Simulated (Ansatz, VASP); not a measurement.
# AlN: VASP beside Ansatz

Contents of INCAR:

```
SYSTEM = AlN
ALGO = Normal ; EDIFF = 1E-7
ENCUT = 520 ; GGA = PE
ISIF = 2 ; ISMEAR = 0
LASPH = .TRUE. ; LCHARG = .FALSE.
LREAL = .FALSE. ; LWAVE = .FALSE.
NBANDS = 26 ; NELM = 100
PREC = Accurate ; SIGMA = 0.05
```

Contents of KPOINTS:

```
k-points
0
G
  8 6 4
  0 0 0
```

Contents of POSCAR:

```
AlN
1.0
   -1.6567491617      2.8695737234      0.0000000000
    0.0000000000      0.0000000000      4.1874629526
    4.9702474850      2.8695737234      0.0000000000
Al N
4 4
Direct
    0.3112337045      0.7500000000      0.1797971191
    0.0000000000      0.7500000000      0.6666666667
    0.0000000000      0.2500000000      0.3333333333
    0.5000000000      0.2500000000      0.8333333333
    0.5000000000      0.2500000000      0.1666666667
    0.0000000000      0.2500000000      0.6666666667
    0.0000000000      0.7500000000      0.3333333333
    0.5000000000      0.7500000000      0.8333333333
```

Input for Ansatz:

```yaml
crystal:
  lattice:
    - [-1.6567491617, 2.8695737234, 0.0]
    - [0.0, 0.0, 4.1874629526]
    - [4.970247485, 2.8695737234, 0.0]
  atoms:
    - { symbol: Al, position: [0.3112337045, 0.75, 0.1797971191] }
    - { symbol: Al, position: [0.0, 0.75, 0.6666666667] }
    - { symbol: Al, position: [0.0, 0.25, 0.3333333333] }
    - { symbol: Al, position: [0.5, 0.25, 0.8333333333] }
    - { symbol: "N", position: [0.5, 0.25, 0.1666666667] }
    - { symbol: "N", position: [0.0, 0.25, 0.6666666667] }
    - { symbol: "N", position: [0.0, 0.75, 0.3333333333] }
    - { symbol: "N", position: [0.5, 0.75, 0.8333333333] }
basis:
  ecutwfc: 420
kpoints:
  mp_grid: { grid: [8, 6, 4] }
hamiltonian:
  xc: pbe
  pseudopotentials: { kind: paw, azcp: { folder: soft_1 } }
scf:
  occupations: { method: gaussian, width: 0.05 }
output:
  forces: true
  stress: true
  eigenvalues: true
  write_density: true
  write_potential: true
  elf: true
  volumetric_format: npy
```

Alike in both runs: task single point; functional PBE; k mesh 8 × 6 × 4; occupations gaussian, width 0.05 eV; no spin polarisation.

```csv
,VASP,Ansatz
version,VASP 6.6.1,Ansatz 0.2.0
potentials or method,"VASP PAW PBE potentials, release 64 (Al, N), cutoff 520 eV","scalar-relativistic, plane waves, PAW"
valence electrons in the cell,32,32
```

|  | VASP | Ansatz | Ansatz less VASP |
| --- | --- | --- | --- |
| gap on the k mesh at the Fermi level (eV) | 2.91 | 2.90 | -0.007 |
| least direct gap on the mesh (eV) | 2.91 | 2.90 | -0.007 |
| pressure (GPa) | 23.8 | 24.1 | +0.33 |
| traceless stress, the component that is largest in VASP (GPa) | 41.33 | 41.71 | +0.380 |
| rms of the force components (eV/Å) | 8.719 | 8.787 | +0.0676 |

Atom by atom the forces differ by 0.068 eV/Å (rms over components).
